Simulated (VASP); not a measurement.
# SnO2 (Pnnm) in VASP: further runs

The runs below take SnO2 through single point, with PBEsol.

Everything below comes from runs of VASP 6.6.1. Logs are shortened: lines on timing, memory, paths and dates and some standing lists are left out, and cuts for length are marked.

**1. The cell of the first run**

Symmetry: Pnnm, No. 58, orthorhombic system. The conventional cell has a = 4.729 Å, b = 4.729 Å, c = 3.185 Å, α = 90.00°, β = 90.00°, γ = 90.00°. Sn (site symmetry 2/m) has 6 O at 2.06 Å within 2.7 Å. Within 2.7 Å of O (site symmetry m) lie 3 Sn at 2.06 Å and 1 O at 2.62 Å.

**2. Single point, PBEsol (atoms displaced along a vibrational mode, the cell strained)**

The input, INCAR:

```
SYSTEM = SnO2
ALGO = Normal ; EDIFF = 1E-7
ENCUT = 520 ; GGA = PS
ISIF = 2 ; ISMEAR = 0
LASPH = .TRUE. ; LCHARG = .FALSE.
LREAL = .FALSE. ; LWAVE = .FALSE.
NBANDS = 35 ; NELM = 100
PREC = Accurate ; SIGMA = 0.05
```

The input, KPOINTS:

```
k-points
0
G
  6 6 8
  0 0 0
```

The input, POSCAR:

```
SnO2
1.0
    4.7291439302      0.0000000000      0.0000000000
    0.0000000000      4.7291439302      0.0000000000
    0.0000000000      0.0000000000      3.1847148224
Sn O
2 4
Direct
    0.0000000000      0.0000000000      0.0000000000
    0.5000000000      0.5000000000      0.5000000000
    0.2767458494      0.3358502854      0.0000000000
    0.2232541506      0.8358502854      0.5000000000
    0.7232541506      0.6641497146      0.0000000000
    0.7767458494      0.1641497146      0.5000000000
```

Potentials or basis: VASP PAW PBE potentials, release 64 (Sn_d, O).

The run is started by

```console
$ cat potpaw_PBE.64/Sn_d/POTCAR potpaw_PBE.64/O/POTCAR > POTCAR
$ mpirun -np 1 vasp_std > vasp.out
```

OUTCAR:

```text
SYSTEM = SnO2
   EDIFF = 1E-7
   ENCUT = 520
   GGA = PS
   ISIF = 2
   ISMEAR = 0
   LASPH = .TRUE.
   LREAL = .FALSE.
   NELM = 100
   PREC = Accurate

 ion  position               nearest neighbor table
   1  0.000  0.000  0.000-   3 2.06   5 2.06   4 2.06   6 2.06   4 2.06   6 2.06   2 3.70   2 3.70
                             2 3.70   2 3.70   2 3.70   2 3.70   2 3.70   2 3.70
   2  0.500  0.500  0.500-   4 2.06   6 2.06   5 2.06   3 2.06   3 2.06   5 2.06   1 3.70   1 3.70
                             1 3.70   1 3.70   1 3.70   1 3.70   1 3.70   1 3.70
   3  0.277  0.336  0.000-   1 2.06   2 2.06   2 2.06
   4  0.223  0.836  0.500-   2 2.06   1 2.06   1 2.06
   5  0.723  0.664  0.000-   1 2.06   2 2.06   2 2.06
   6  0.777  0.164  0.500-   2 2.06   1 2.06   1 2.06

  LATTYP: Found a simple tetragonal cell.
 ALAT       =     4.7291439302
 C/A-ratio  =     0.6734231120

  Lattice vectors:

 A1 = (   4.7291439302,   0.0000000000,   0.0000000000)
 A2 = (   0.0000000000,   4.7291439302,   0.0000000000)
 A3 = (   0.0000000000,   0.0000000000,   3.1847148224)

Analysis of symmetry for initial positions (statically):
=====================================================================
 Subroutine PRICEL returns:
 Original cell was already a primitive cell.

 Routine SETGRP: Setting up the symmetry group for a
 simple tetragonal supercell.

 Subroutine GETGRP returns: Found  8 space group operations
 (whereof  4 operations were pure point group operations)
 out of a pool of 16 trial point group operations.

The static configuration has the point symmetry C_2h.
 The point group associated with its full space group is D_2h.

Analysis of symmetry for dynamics (positions and initial velocities):
=====================================================================
 Subroutine PRICEL returns:
 Original cell was already a primitive cell.

 Routine SETGRP: Setting up the symmetry group for a
 simple tetragonal supercell.

 Subroutine GETGRP returns: Found  8 space group operations
 (whereof  4 operations were pure point group operations)
 out of a pool of 16 trial point group operations.

The dynamic configuration has the point symmetry C_2h.
 The point group associated with its full space group is D_2h.

 Subroutine INISYM returns: Found  8 space group operations
 (whereof  4 operations are pure point group operations),
 and found     1 'primitive' translations

----------------------------------------------------------------------------------------

                                     Primitive cell

  volume of cell :      71.2255

  direct lattice vectors                    reciprocal lattice vectors
     4.729143930  0.000000000  0.000000000     0.211454761  0.000000000  0.000000000
     0.000000000  4.729143930  0.000000000     0.000000000  0.211454761  0.000000000
     0.000000000  0.000000000  3.184714822     0.000000000  0.000000000  0.313999857

  length of vectors
     4.729143930  4.729143930  3.184714822     0.211454761  0.211454761  0.313999857

  position of ions in fractional coordinates (direct lattice)
     0.000000000  0.000000000  0.000000000
     0.500000000  0.500000000  0.500000000
     0.276745849  0.335850285  0.000000000
     0.223254151  0.835850285  0.500000000
     0.723254151  0.664149715  0.000000000
     0.776745849  0.164149715  0.500000000

  ion indices of the primitive-cell ions
   primitive index   ion index
                 1           1
                 2           2
                 3           3
                 4           4
                 5           5
                 6           6

----------------------------------------------------------------------------------------

 KPOINTS: k-points

Automatic generation of k-mesh.
 Grid dimensions read from file:
 generate k-points for:    6    6    8

 Generating k-lattice:

  Cartesian coordinates                     Fractional coordinates (reciprocal lattice)
     0.035242460  0.000000000  0.000000000     0.166666667  0.000000000  0.000000000
     0.000000000  0.035242460  0.000000000     0.000000000  0.166666667  0.000000000
     0.000000000  0.000000000  0.039249982     0.000000000  0.000000000  0.125000000

  Length of vectors
     0.035242460  0.035242460  0.039249982

  Shift w.r.t. Gamma in fractional coordinates (k-lattice)
     0.000000000  0.000000000  0.000000000

 Subroutine IBZKPT returns following result:
 ===========================================

 Found     80 irreducible k-points:

 Following reciprocal coordinates:
            Coordinates               Weight
  0.000000  0.000000  0.000000      1.000000
  0.166667  0.000000  0.000000      2.000000
  0.000000  0.166667  0.000000      2.000000
  0.333333  0.000000  0.000000      2.000000
  0.000000  0.333333  0.000000      2.000000
  0.500000  0.000000  0.000000      1.000000
[... 16 lines left out ...]
  0.000000  0.500000  0.125000      2.000000
  0.166667  0.166667  0.125000      8.000000
 [... further k-points ...]
   k-points           NKPTS =     80   k-points in BZ     NKDIM =     80   number of bands    NBANDS=     35
   number of dos      NEDOS =    301   number of ions     NIONS =      6
   total plane-waves  NPLWV =  31104
   dimension x,y,z NGX =    36 NGY =   36 NGZ =   24
   dimension x,y,z NGXF=    72 NGYF=   72 NGZF=   48
   ions per type =               2   4
   NGX,Y,Z   is equivalent  to a cutoff of  12.66, 12.66, 12.53 a.u.
   NGXF,Y,Z  is equivalent  to a cutoff of  25.31, 25.31, 25.06 a.u.
 SYSTEM =  SnO2
   PREC   = accura    normal or accurate (medium, high low for compatibility)
   ISTART =      0    job   : 0-new  1-cont  2-samecut
   ICHARG =      2    charge: 1-file 2-atom 10-const
   ISPIN  =      1    spin polarized calculation?
   LNONCOLLINEAR =      F non collinear calculations
   LSORBIT =      F    spin-orbit coupling
   LASPH  =      T    aspherical Exc in radial PAW
   ENCUT  =  520.0 eV  38.22 Ry    6.18 a.u.   8.79  8.79  5.92*2*pi/ulx,y,z
   NELM   =    100;   NELMIN=  2; NELMDL= -5     # of ELM steps
   EDIFF  = 0.1E-06   stopping-criterion for ELM
   LREAL  =      F    real-space projection
   EDIFFG = 0.1E-05   stopping-criterion for IOM
   NSW    =      0    number of steps for IOM
   IBRION =     -1    ionic relax: 0-MD 1-quasi-New 2-CG
   NFREE  =      0    steps in history (QN), initial steepest desc. (CG)
   ISIF   =      2    stress and relaxation
   ISYM   =      2    0-nonsym 1-usesym 2-fastsym
   POTIM  = 0.5000    time-step for ionic-motion
   TEBEG  =    0.0;   TEEND  =   0.0 temperature during run
   PSTRESS=    0.0 pullay stress
   NELECT =      52.0000    total number of electrons
   NUPDOWN=      -1.0000    fix difference up-down
   EMIN   =  10.00;   EMAX   =-10.00  energy-range for DOS
   EFERMI =   0.00;   METHOD = LEGACY
   ISMEAR =     0;   SIGMA  =   0.05  broadening in eV -4-tet -1-fermi 0-gaus
   EFERMI_NEDOS =   21; number of points for ismear=-14 and -15
   IALGO  =     38    algorithm
   IMIX   =      4    mixing-type and parameters
     AMIX     =   0.40;   BMIX     =  1.00
     AMIX_MAG =   1.60;   BMIX_MAG =  1.00
  volume/ion in A,a.u.               =      11.87        80.11
  Fermi-wavevector in a.u.,A,eV,Ry     =   1.474113  2.785669 29.565579  2.173009
  Thomas-Fermi vector in A             =   2.588924
   LORBIT       =      0    0 simple, 1 ext, 2 COOP (PROOUT), +10 PAW based schemes
   GGA     = PS    functional components
   LHFCALC =     F    Hartree Fock is set to
   AEXX    =    0.0000 exact exchange contribution
   IVDW    =     0    specifies the selected vdW correction
   LEPSILON=     F    determine dielectric tensor
   LRPA    =     F    only Hartree local field effects (RPA)
 non-spin polarized calculation
 Gauss-broadening in eV      SIGMA  =   0.05
  energy-cutoff  :      520.00
  volume of cell :       71.23
 maximum number of plane-waves:      1944
   NGX = 17   NGY = 17   NGZ = 11

 number of electron      51.9999992 magnetization

 Free energy of the ion-electron system (eV)
  ---------------------------------------------------
  ext. energy  EPLUGINS =         0.00000000
  ---------------------------------------------------
  free energy    TOTEN  =       -39.59095833 eV

  energy without entropy =      -39.59095833  energy(sigma->0) =      -39.59095833

 E-fermi :   6.1932     XC(G=0): -11.5798

 val. band max:        5.8764757315   @ k =   0.1667   0.0000   0.0000
 cond. band min:       7.2857809637   @ k =   0.0000   0.0000   0.0000
 fundamental gap:      1.4093052322
 Fermi energy:         6.1931536052

 k-point     1 :       0.0000    0.0000    0.0000
  band No.  band energies     occupation
      1     -14.9380      2.00000
      2     -14.1589      2.00000
      3     -13.8938      2.00000
      4     -13.8682      2.00000
      5     -13.8568      2.00000
      6     -13.7907      2.00000
[... 27 lines left out ...]
     34      18.0483      0.00000
     35      18.4538      0.00000

 k-point     2 :       0.1667    0.0000    0.0000
  band No.  band energies     occupation
      1     -14.8940      2.00000
      2     -14.2044      2.00000
      3     -13.8931      2.00000
      4     -13.8657      2.00000
      5     -13.8556      2.00000
      6     -13.8283      2.00000
[... 27 lines left out ...]
     34      18.1320      0.00000
     35      18.4031      0.00000

 k-point     3 :       0.0000    0.1667    0.0000
  band No.  band energies     occupation
      1     -14.8955      2.00000
      2     -14.2075      2.00000
      3     -13.8939      2.00000
      4     -13.8655      2.00000
      5     -13.8556      2.00000
      6     -13.8294      2.00000
[... 27 lines left out ...]
     34      17.9521      0.00000
     35      18.2954      0.00000

 k-point     4 :       0.3333    0.0000    0.0000
  band No.  band energies     occupation
      1     -14.7669      2.00000
      2     -14.3593      2.00000
      3     -13.8913      2.00000
      4     -13.8731      2.00000
      5     -13.8597      2.00000
      6     -13.8536      2.00000
[... 27 lines left out ...]
     34      18.5275      0.00000
     35      18.6422      0.00000

 k-point     5 :       0.0000    0.3333    0.0000
  band No.  band energies     occupation
      1     -14.7721      2.00000
      2     -14.3675      2.00000
      3     -13.8936      2.00000
      4     -13.8758      2.00000
      5     -13.8592      2.00000
      6     -13.8535      2.00000
[... 638 lines left out ...]
 k-point    22 :       0.5000    0.0000    0.1250
  band No.  band energies     occupation
      1     -14.5393      2.00000
      2     -14.5393      2.00000
      3     -14.0143      2.00000
      4     -14.0143      2.00000
      5     -13.8190      2.00000
      6     -13.8190      2.00000
[... 27 lines left out ...]
     34      18.4200      0.00000
     35      19.0771      0.00000

 k-point    23 :       0.0000    0.5000    0.1250
  band No.  band energies     occupation
      1     -14.5452      2.00000
      2     -14.5452      2.00000
      3     -14.0151      2.00000
      4     -14.0151      2.00000
      5     -13.8166      2.00000
      6     -13.8166      2.00000
[... 27 lines left out ...]
     34      18.1661      0.00000
     35      18.6298      0.00000

 k-point    24 :       0.1667    0.1667    0.1250
  band No.  band energies     occupation
      1     -14.7942      2.00000
      2     -14.2231      2.00000
      3     -14.0178      2.00000
      4     -14.0087      2.00000
      5     -13.8575      2.00000
      6     -13.7928      2.00000
[... 27 lines left out ...]
     34      17.9101      0.00000
     35      18.4890      0.00000

 [... further k-points ...]

------------------------ aborting loop because EDIFF is reached ----------------------------------------

  FORCE on cell =-STRESS in cart. coord.  units (eV):
  Direction    XX          YY          ZZ          XY          YZ          ZX
  --------------------------------------------------------------------------------------
  -------------------------------------------------------------------------------------
  Total        1.1627372      2.0165439      2.2970621      0.0000000      0.0000000      0.0000000
  in kB       26.1551081     45.3610023     51.6710992      0.0000000      0.0000000      0.0000000
  external PRESSURE =      41.0624032 kB  Pullay stress =       0.0000000 kB

 VOLUME and BASIS-vectors are now :
 -----------------------------------------------------------------------------
  energy-cutoff  :      520.00
  volume of cell :       71.23
      direct lattice vectors                 reciprocal lattice vectors
     4.729143930  0.000000000  0.000000000     0.211454761  0.000000000  0.000000000
     0.000000000  4.729143930  0.000000000     0.000000000  0.211454761  0.000000000
     0.000000000  0.000000000  3.184714822     0.000000000  0.000000000  0.313999857

 POSITION                                       TOTAL-FORCE (eV/Angst)
 -----------------------------------------------------------------------------------
      0.00000      0.00000      0.00000         0.000000      0.000000      0.000000
      2.36457      2.36457      1.59236         0.000000      0.000000      0.000000
      1.30877      1.58828      0.00000         0.093162     -0.092952      0.000000
      1.05580      3.95286      1.59236        -0.093162     -0.092952      0.000000
      3.42037      3.14086      0.00000        -0.093162      0.092952      0.000000
      3.67334      0.77629      1.59236         0.093162      0.092952      0.000000
 -----------------------------------------------------------------------------------
    total drift:                                0.000000      0.000000      0.000000

  FREE ENERGIE OF THE ION-ELECTRON SYSTEM (eV)
  ---------------------------------------------------
  free  energy   TOTEN  =       -39.5909583252 eV

  energy  without entropy=      -39.5909583252  energy(sigma->0) =      -39.59095833
```

Run time: 4.8 min. Hardware: 1 thread of AMD EPYC 7R13, shared host; peak memory 0.25 GiB.

What came out:

| Item | Value |
| --- | --- |
| Free energy | -39.5910 eV |
| Pressure | 4.1 GPa |
| Largest force | 0.132 eV/Å |
| Band gap on the k mesh | 1.41 eV (least direct gap 1.43 eV) |

Forces on the atoms (eV/Å):
```
Sn   0.000  0.000  0.000
Sn   0.000  0.000  0.000
O    0.093 -0.093  0.000
O   -0.093 -0.093  0.000
O   -0.093  0.093  0.000
O    0.093  0.093  0.000
```

Caveat: the cell differs from its parent crystal (atoms displaced along a vibrational mode, the cell strained); the cell stands under pressure; the PAW data sets were made with another functional, which shifts forces and pressure a little; spin-orbit coupling is left out, which moves the levels of the heavy elements. A k mesh can miss the band edges.

**3. Single point, PBEsol (atoms displaced along a vibrational mode, the cell strained)**

The input, INCAR:

```
ALGO = Normal
EDIFF = 1E-6
ENCUT = 520
GGA = PS
ISIF = 2
ISMEAR = 0
LASPH = True
LCHARG = True
LELF = True
LREAL = False
LVHAR = True
LWAVE = False
NBANDS = 35
NELM = 100
PREC = Accurate
SIGMA = 0.05
```

The input, KPOINTS:

```
k-points
0
Gamma
  6 6 8
```

The input, POSCAR:

```
SnO2
1.0
    4.7291439302      0.0000000000      0.0000000000
    0.0000000000      4.7291439302      0.0000000000
    0.0000000000      0.0000000000      3.1847148224
Sn O
2 4
Direct
    0.0000000000      0.0000000000      0.0000000000
    0.5000000000      0.5000000000      0.5000000000
    0.2471788033      0.3654173315      0.0000000000
    0.2528211967      0.8654173315      0.5000000000
    0.7528211967      0.6345826685      0.0000000000
    0.7471788033      0.1345826685      0.5000000000
```

Potentials or basis: VASP PAW PBE potentials, release 64 (Sn_d, O).

The run is started by

```console
$ cat potpaw_PBE.64/Sn_d/POTCAR potpaw_PBE.64/O/POTCAR > POTCAR
$ mpirun -np 1 vasp_std > vasp.out
```

Wall time 4.5 min (1 thread of AMD EPYC 7R13, shared host); peak memory 0.25 GiB.

The run converged. Its results:

* Free energy: -39.3125 eV
* Pressure: -0.7 GPa
* Largest force: 0.749 eV/Å
* Band gap on the k mesh: 1.33 eV (least direct gap 1.40 eV)

Forces on the atoms (eV/Å):
```
Sn   0.000  0.000  0.000
Sn   0.000  0.000  0.000
O    0.708 -0.245  0.000
O   -0.708 -0.245  0.000
O   -0.708  0.245  0.000
O    0.708  0.245  0.000
```

Stress tensor (GPa, compression positive):
```
-1.95  0.00  0.00
 0.00  0.40  0.00
 0.00  0.00 -0.54
```

Levels at points of the mesh, in eV from the valence-band top:
```csv
k point,band 24,band 25,band 26,band 27,band 28,band 29
"(0.00, 0.00, 0.00)",-0.39,-0.34,-0.08,1.33,5.75,6.42
"(0.50, 0.00, 0.00)",-0.92,-0.02,-0.02,3.78,3.78,6.29
"(0.00, 0.50, 0.00)",-0.88,-0.43,-0.43,4.45,4.45,7.87
"(0.50, 0.50, 0.00)",-1.12,-0.34,-0.34,4.79,4.79,7.09
"(0.00, 0.00, 0.50)",-1.55,-0.40,-0.40,5.63,5.63,9.21
"(0.50, 0.00, 0.50)",-0.96,-0.54,-0.54,6.05,6.05,8.06
"(0.00, 0.50, 0.50)",-0.89,-0.16,-0.16,5.68,5.68,7.22
"(0.50, 0.50, 0.50)",-0.93,-0.27,-0.27,4.65,4.65,8.89
```

Caveat: the cell differs from its parent crystal (atoms displaced along a vibrational mode, the cell strained); the PAW data sets were made with another functional, which shifts forces and pressure a little; spin-orbit coupling is left out, which moves the levels of the heavy elements.

(Part 1 of 3 ends here.)
